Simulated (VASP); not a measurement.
Set up this calculation in VASP 6.6.1, as the native input.

- Task: single point
- Functional: PBEsol
- Potentials or basis: VASP PAW PBE potentials, release 64 (Ge_d)
- Cutoff: 520 eV
- k mesh: 12 × 12 × 8
- Occupations: gaussian, width 0.15 eV
- Spin: no spin polarisation
- Dipole correction: no
- Further INCAR settings: ALGO = Normal; EDIFF = 1e-06; NBANDS = 36

The structure of Ge lies in POSCAR:

```
Ge
1.0
    0.0000000000     -2.8378616867     -2.8378616867
    0.0000000000      2.8378616867     -2.8378616867
    5.6757233734      0.0000000000      0.0000000000
Ge
4
Direct
    0.5035237799      0.5035237799      0.0000000000
    0.0035237799      0.0035237799      0.5000000000
   -0.0035237799      0.4964762201      0.2500000000
    0.4964762201     -0.0035237799      0.7500000000
```

This cell differs from its parent crystal: atoms displaced along a vibrational mode.

The input as run:

INCAR

```
PREC = Accurate
ENCUT = 520
EDIFF = 1E-6
ISMEAR = 0
SIGMA = 0.15
LREAL = F
LASPH = T
NELM = 80
ALGO = Normal
ISIF = 2
LWAVE = F
LCHARG = F
GGA = PS
NBANDS = 36
```

KPOINTS

```
regular mesh
0
Gamma
  12 12 8
```

Potentials or basis: VASP PAW PBE potentials, release 64 (Ge_d).

The run is started by

```sh
$ cat potpaw_PBE.64/Ge_d/POTCAR > POTCAR
$ mpirun -np 1 vasp_std > vasp.out
```

It gave:

The pressure is 0.0 GPa. The largest force is 0.431 eV/Å.

Caveat: the cell differs from its parent crystal (atoms displaced along a vibrational mode); the PAW data sets were made with another functional, which shifts forces and pressure a little.

It took 4.6 min on 1 thread of Intel(R) Xeon(R) 6975P-C (Granite Rapids) (shared host), peak memory 0.74 GiB.
